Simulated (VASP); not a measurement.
Here is a VASP 6.6.1 calculation.

File INCAR:

```
PREC     = Accurate       # precision mode
ENCUT    = 520            # plane-wave cutoff, eV
EDIFF    = 1E-6           # SCF threshold, eV
ISMEAR   = 0              # smearing method
SIGMA    = 0.05           # smearing width, eV
LREAL    = False          # projectors in reciprocal space
LASPH    = True           # aspherical terms in the spheres
NELM     = 80             # most SCF steps
ALGO     = Normal         # electronic algorithm
ISIF     = 2              # what is computed and relaxed
LWAVE    = False          # write WAVECAR
LCHARG   = False          # write CHGCAR
GGA      = PE             # functional
NBANDS   = 17             # bands
```

File KPOINTS:

```
regular mesh
0
Gamma
  8 8 8
```

File POSCAR:

```
TePb
1.0
    0.0000000000      3.2270000000      3.2270000000
    3.2270000000      0.0000000000      3.2270000000
    3.2270000000      3.2270000000      0.0000000000
Te Pb
1 1
Direct
    0.4945219493      0.5000000000      0.5000000000
    0.0000000000      0.0000000000      0.0000000000
```

Potentials or basis: VASP PAW PBE potentials, release 64 (Te, Pb_d).

Run with:

```console
$ cat potpaw_PBE.64/Te/POTCAR potpaw_PBE.64/Pb_d/POTCAR > POTCAR
$ mpirun -np 1 vasp_std > vasp.out
```

Task: What does it give for the largest force?

Result: 0.017 eV/Å.

Task: What does it give for the band gap on the k mesh?

Result: 0.73 eV, direct.

Task: Estimate the pressure.

Result: 2.3 GPa.

Forces on the atoms (eV/Å):
```
Te   0.000  0.012  0.012
Pb   0.000 -0.012 -0.012
```

Caveat: the cell differs from its parent crystal (all Te atoms moved +0.025 Å, as atom 1 towards its neighbour atom 1 (Te) at 4.564 Å); spin-orbit coupling is left out, which moves the levels of the heavy elements. A k mesh can miss the band edges.
